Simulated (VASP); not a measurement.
# SrHfBr6 in VASP: single point with PBEsol

Aim: the single point of SrHfBr6 with PBEsol.

Program: VASP 6.6.1. These are calculated values, not measurements. Logs are shortened: lines on timing, memory, paths and dates and some standing lists are left out, and cuts for length are marked.

### Step 1. The cell of the first run

The typed cell holds 8 atoms: a = 7.495 Å, b = 6.891 Å, c = 6.889 Å, α = 59.99°, β = 62.62°, γ = 62.61°.

### Step 2. Single point, PBEsol

INCAR reads:

```
  PREC = Accurate
  ENCUT = 520
  EDIFF = 1E-7
  ISMEAR = -1
  SIGMA = 0.05
  LREAL = False
  LASPH = True
  NELM = 80
  ALGO = Normal
  ISIF = 2
  LWAVE = False
  LCHARG = True
  GGA = PS
  LELF = True
  LVHAR = True
  NBANDS = 41
```

KPOINTS reads:

```
regular mesh
0
Gamma
  4 4 4
```

POSCAR reads:

```
SrHfBr6
1.0
   -0.4193721352      5.2916564519      5.2905720061
    4.8706642716      0.0018171789      4.8745067621
    4.8704440361      4.8714194383      0.0020170970
Sr Hf Br
1 1 6
Direct
    0.5081040685      0.5098953917      0.4989544594
    0.0081140270      0.0098874080     -0.0010473284
    0.7749320270      0.0592476233      0.4000688512
    0.2413063194      0.9605486220      0.5978260315
    0.2413144388      0.6088743380      0.2161647975
    0.7749149402      0.4108950689      0.7817338889
    0.2412334767      0.2270458301      0.9495246114
    0.7749894322      0.7927271414      0.0483910624
```

Potentials or basis: VASP PAW PBE potentials, release 64 (Sr_sv, Hf_pv, Br).

On the command line:

```bash
> cat potpaw_PBE.64/Sr_sv/POTCAR potpaw_PBE.64/Hf_pv/POTCAR potpaw_PBE.64/Br/POTCAR > POTCAR
> mpirun -np 1 vasp_std > vasp.out
```

OUTCAR:

```text
PREC = Accurate
   ENCUT = 520
   EDIFF = 1E-7
   ISMEAR = -1
   LREAL = False
   LASPH = True
   NELM = 80
   ISIF = 2
   GGA = PS

 ion  position               nearest neighbor table
   1  0.508  0.510  0.499-   4 3.04   3 3.04   8 3.04   7 3.04   5 3.04   6 3.04
   2  0.008  0.010  0.999-   3 2.60   4 2.60   7 2.60   6 2.60   5 2.60   8 2.60
   3  0.775  0.059  0.400-   2 2.60   1 3.04
   4  0.241  0.961  0.598-   2 2.60   1 3.04
   5  0.241  0.609  0.216-   2 2.60   1 3.04
   6  0.775  0.411  0.782-   2 2.60   1 3.04
   7  0.241  0.227  0.950-   2 2.60   1 3.04
   8  0.775  0.793  0.048-   2 2.60   1 3.04

  LATTYP: Found a triclinic cell.
 ALAT       =     6.8886995688
 B/A-ratio  =     0.9999765537
 C/A-ratio  =     1.0876744834
 COS(alpha) =     0.0000976263
 COS(beta)  =     0.4598167484
 COS(gamma) =     0.4996720889

  Lattice vectors:

 A1 = (   0.0002202355,  -4.8696022594,   4.8724896651)
 A2 = (  -4.8704440361,  -4.8714194383,  -0.0020170970)
 A3 = (   5.2900364068,  -5.2898392730,  -0.4160652440)

Analysis of symmetry for initial positions (statically):
=====================================================================
 Subroutine PRICEL returns:
 Original cell was already a primitive cell.

 Routine SETGRP: Setting up the symmetry group for a
 triclinic supercell.

 Subroutine GETGRP returns: Found  1 space group operations
 (whereof  1 operations were pure point group operations)
 out of a pool of  2 trial point group operations.

The static configuration has the point symmetry C_1 .

Analysis of symmetry for dynamics (positions and initial velocities):
=====================================================================
 Subroutine PRICEL returns:
 Original cell was already a primitive cell.

 Routine SETGRP: Setting up the symmetry group for a
 triclinic supercell.

 Subroutine GETGRP returns: Found  1 space group operations
 (whereof  1 operations were pure point group operations)
 out of a pool of  2 trial point group operations.

The dynamic configuration has the point symmetry C_1 .

 Subroutine INISYM returns: Found  1 space group operations
 (whereof  1 operations are pure point group operations),
 and found     1 'primitive' translations

----------------------------------------------------------------------------------------

                                     Primitive cell

  volume of cell :     261.0184

  direct lattice vectors                    reciprocal lattice vectors
    -0.419372135  5.291656452  5.290572006    -0.090973509  0.090917668  0.090867903
     4.870664272  0.001817179  4.874506762     0.098697707 -0.098722070  0.106565859
     4.870444036  4.871419438  0.002017097     0.098784597  0.106555048 -0.098746449

  length of vectors
     7.494508199  6.890877297  6.888538054     0.157477546  0.175623367  0.175679356

  position of ions in fractional coordinates (direct lattice)
     0.508104069  0.509895392  0.498954459
     0.008114027  0.009887408  0.998952672
     0.774932027  0.059247623  0.400068851
     0.241306319  0.960548622  0.597826031
     0.241314439  0.608874338  0.216164797
     0.774914940  0.410895069  0.781733889
     0.241233477  0.227045830  0.949524611
     0.774989432  0.792727141  0.048391062

  ion indices of the primitive-cell ions
   primitive index   ion index
                 1           1
                 2           2
                 3           3
                 4           4
                 5           5
                 6           6
                 7           7
                 8           8

----------------------------------------------------------------------------------------

 KPOINTS: regular mesh

Automatic generation of k-mesh.
 Grid dimensions read from file:
 generate k-points for:    4    4    4

 Generating k-lattice:

  Cartesian coordinates                     Fractional coordinates (reciprocal lattice)
    -0.022743377  0.022729417  0.022716976     0.250000000 -0.000000000  0.000000000
     0.024674427 -0.024680518  0.026641465     0.000000000  0.250000000 -0.000000000
     0.024696149  0.026638762 -0.024686612    -0.000000000  0.000000000  0.250000000

  Length of vectors
     0.039369386  0.043905842  0.043919839

  Shift w.r.t. Gamma in fractional coordinates (k-lattice)
     0.000000000  0.000000000  0.000000000

 Subroutine IBZKPT returns following result:
 ===========================================

 Found     36 irreducible k-points:

 Following reciprocal coordinates:
            Coordinates               Weight
  0.000000  0.000000  0.000000      1.000000
  0.250000  0.000000 -0.000000      2.000000
  0.500000  0.000000 -0.000000      1.000000
  0.000000  0.250000  0.000000      2.000000
  0.250000  0.250000  0.000000      2.000000
  0.500000  0.250000 -0.000000      2.000000
[... 16 lines left out ...]
  0.000000 -0.250000  0.250000      2.000000
  0.250000 -0.250000  0.250000      2.000000
 [... further k-points ...]
   k-points           NKPTS =     36   k-points in BZ     NKDIM =     36   number of bands    NBANDS=     41
   number of dos      NEDOS =    301   number of ions     NIONS =      8
   total plane-waves  NPLWV = 163296
   dimension x,y,z NGX =    56 NGY =   54 NGZ =   54
   dimension x,y,z NGXF=   112 NGYF=  108 NGZF=  108
   ions per type =               1   1   6
   NGX,Y,Z   is equivalent  to a cutoff of  12.42, 13.03, 13.03 a.u.
   NGXF,Y,Z  is equivalent  to a cutoff of  24.84, 26.06, 26.06 a.u.
 SYSTEM =  unknown system
   PREC   = accura    normal or accurate (medium, high low for compatibility)
   ISTART =      0    job   : 0-new  1-cont  2-samecut
   ICHARG =      2    charge: 1-file 2-atom 10-const
   ISPIN  =      1    spin polarized calculation?
   LNONCOLLINEAR =      F non collinear calculations
   LSORBIT =      F    spin-orbit coupling
   LASPH  =      T    aspherical Exc in radial PAW
   ENCUT  =  520.0 eV  38.22 Ry    6.18 a.u.  13.93 12.81 12.81*2*pi/ulx,y,z
   NELM   =     80;   NELMIN=  2; NELMDL= -5     # of ELM steps
   EDIFF  = 0.1E-06   stopping-criterion for ELM
   LREAL  =      F    real-space projection
   EDIFFG = 0.1E-05   stopping-criterion for IOM
   NSW    =      0    number of steps for IOM
   IBRION =     -1    ionic relax: 0-MD 1-quasi-New 2-CG
   NFREE  =      0    steps in history (QN), initial steepest desc. (CG)
   ISIF   =      2    stress and relaxation
   ISYM   =      2    0-nonsym 1-usesym 2-fastsym
   POTIM  = 0.5000    time-step for ionic-motion
   TEBEG  =    0.0;   TEEND  =   0.0 temperature during run
   PSTRESS=    0.0 pullay stress
   NELECT =      62.0000    total number of electrons
   NUPDOWN=      -1.0000    fix difference up-down
   EMIN   =  10.00;   EMAX   =-10.00  energy-range for DOS
   EFERMI =   0.00;   METHOD = LEGACY
   ISMEAR =    -1;   SIGMA  =   0.05  broadening in eV -4-tet -1-fermi 0-gaus
   EFERMI_NEDOS =   21; number of points for ismear=-14 and -15
   IALGO  =     38    algorithm
   IMIX   =      4    mixing-type and parameters
     AMIX     =   0.40;   BMIX     =  1.00
     AMIX_MAG =   1.60;   BMIX_MAG =  1.00
  volume/ion in A,a.u.               =      32.63       220.18
  Fermi-wavevector in a.u.,A,eV,Ry     =   1.013869  1.915934 13.985830  1.027929
  Thomas-Fermi vector in A             =   2.147063
   LORBIT       =      0    0 simple, 1 ext, 2 COOP (PROOUT), +10 PAW based schemes
   GGA     = PS    functional components
   LHFCALC =     F    Hartree Fock is set to
   AEXX    =    0.0000 exact exchange contribution
   IVDW    =     0    specifies the selected vdW correction
   LEPSILON=     F    determine dielectric tensor
   LRPA    =     F    only Hartree local field effects (RPA)
 non-spin polarized calculation
  energy-cutoff  :      520.00
  volume of cell :      261.02
 maximum number of plane-waves:      7054
   NGX = 27   NGY = 25   NGZ = 25

 number of electron      62.0000004 magnetization

 Free energy of the ion-electron system (eV)
  ---------------------------------------------------
  ext. energy  EPLUGINS =         0.00000000
  ---------------------------------------------------
  free energy    TOTEN  =       -36.51417063 eV

  energy without entropy =      -36.51417063  energy(sigma->0) =      -36.51417063

 E-fermi :   0.8560     XC(G=0):  -8.3531

 val. band max:       -0.2977387530   @ k =   0.0000   0.0000   0.0000
 cond. band min:       2.8365453075   @ k =  -0.0000   0.5000   0.5000
 fundamental gap:      3.1342840605
 Fermi energy:         0.8559545061

 k-point     1 :       0.0000    0.0000    0.0000
  band No.  band energies     occupation
      1     -33.9526      2.00000
      2     -30.7363      2.00000
      3     -30.7363      2.00000
      4     -30.7147      2.00000
      5     -16.0676      2.00000
      6     -16.0675      2.00000
[... 33 lines left out ...]
     40       6.6093      0.00000
     41       6.6102      0.00000

 k-point     2 :       0.2500    0.0000   -0.0000
  band No.  band energies     occupation
      1     -33.9526      2.00000
      2     -30.7363      2.00000
      3     -30.7363      2.00000
      4     -30.7147      2.00000
      5     -16.0684      2.00000
      6     -16.0683      2.00000
[... 33 lines left out ...]
     40       6.2888      0.00000
     41       6.7903      0.00000

 k-point     3 :       0.5000    0.0000   -0.0000
  band No.  band energies     occupation
      1     -33.9526      2.00000
      2     -30.7364      2.00000
      3     -30.7363      2.00000
      4     -30.7147      2.00000
      5     -16.0692      2.00000
      6     -16.0691      2.00000
[... 33 lines left out ...]
     40       6.4189      0.00000
     41       6.4593      0.00000

 k-point     4 :       0.0000    0.2500    0.0000
  band No.  band energies     occupation
      1     -33.9526      2.00000
      2     -30.7364      2.00000
      3     -30.7363      2.00000
      4     -30.7147      2.00000
      5     -16.0750      2.00000
      6     -16.0694      2.00000
[... 825 lines left out ...]
     40       6.5091      0.00000
     41       6.6203      0.00000

 k-point    23 :       0.0000   -0.2500    0.2500
  band No.  band energies     occupation
      1     -33.9526      2.00000
      2     -30.7364      2.00000
      3     -30.7363      2.00000
      4     -30.7147      2.00000
      5     -16.0794      2.00000
      6     -16.0723      2.00000
[... 33 lines left out ...]
     40       6.2925      0.00000
     41       6.6735      0.00000

 k-point    24 :       0.2500   -0.2500    0.2500
  band No.  band energies     occupation
      1     -33.9526      2.00000
      2     -30.7364      2.00000
      3     -30.7363      2.00000
      4     -30.7147      2.00000
      5     -16.0781      2.00000
      6     -16.0723      2.00000
[... 33 lines left out ...]
     40       6.5684      0.00000
     41       6.8704      0.00000

 [... further k-points ...]
[... 5 lines left out ...]
  --------------------------------------------------------------------------------------
  -------------------------------------------------------------------------------------
  Total       -0.1700699     -0.1723956     -0.1741877      0.0006086     -0.0012996     -0.0015928
  in kB       -1.0439188     -1.0581945     -1.0691949      0.0037358     -0.0079774     -0.0097767
  external PRESSURE =      -1.0571027 kB  Pullay stress =       0.0000000 kB

 VOLUME and BASIS-vectors are now :
 -----------------------------------------------------------------------------
  energy-cutoff  :      520.00
  volume of cell :      261.02
      direct lattice vectors                 reciprocal lattice vectors
    -0.419372135  5.291656452  5.290572006    -0.090973509  0.090917668  0.090867903
     4.870664272  0.001817179  4.874506762     0.098697707 -0.098722070  0.106565859
     4.870444036  4.871419438  0.002017097     0.098784597  0.106555048 -0.098746449

 POSITION                                       TOTAL-FORCE (eV/Angst)
 -----------------------------------------------------------------------------------
      4.70057      5.12026      5.17466        -0.000034     -0.000002     -0.000013
      4.91010      4.90927      0.09314         0.000016     -0.000023     -0.000046
      1.91210      6.04968      4.38944        -0.053306     -0.008321      0.013642
      7.48899      4.19092      5.96006         0.053303      0.008340     -0.013805
      3.91724      2.33109      4.24509         0.013893     -0.053343      0.008338
      5.48375      7.90948      6.10423        -0.013805      0.053333     -0.008306
      5.62930      5.90247      2.38491        -0.008235     -0.013720     -0.053172
      3.77178      4.33815      7.96439         0.008167      0.013736      0.053361
 -----------------------------------------------------------------------------------
    total drift:                                0.000043      0.000351     -0.000167

  FREE ENERGIE OF THE ION-ELECTRON SYSTEM (eV)
  ---------------------------------------------------
  free  energy   TOTEN  =       -36.5141706337 eV

  energy  without entropy=      -36.5141706337  energy(sigma->0) =      -36.51417063
```

Run time: 12 min. Hardware: 1 thread of Oxide Virtual Turin-like, shared host; peak memory 0.57 GiB.

What came out:

```yaml
Free_energy: -36.5142 eV
Pressure: -0.1 GPa
Largest_force: 0.056 eV/Å
Band_gap_on_the_k_mesh: 3.13 eV, indirect (least direct gap 3.19 eV)
```

Forces in eV/Å, atoms in the order of the input:
```
Sr   0.000  0.000  0.000
Hf   0.000  0.000  0.000
Br  -0.053 -0.008  0.014
Br   0.053  0.008 -0.014
Br   0.014 -0.053  0.008
Br  -0.014  0.053 -0.008
Br  -0.008 -0.014 -0.053
Br   0.008  0.014  0.053
```

Caveat: the PAW data sets were made with another functional, which shifts forces and pressure a little; spin-orbit coupling is left out, which moves the levels of the heavy elements.
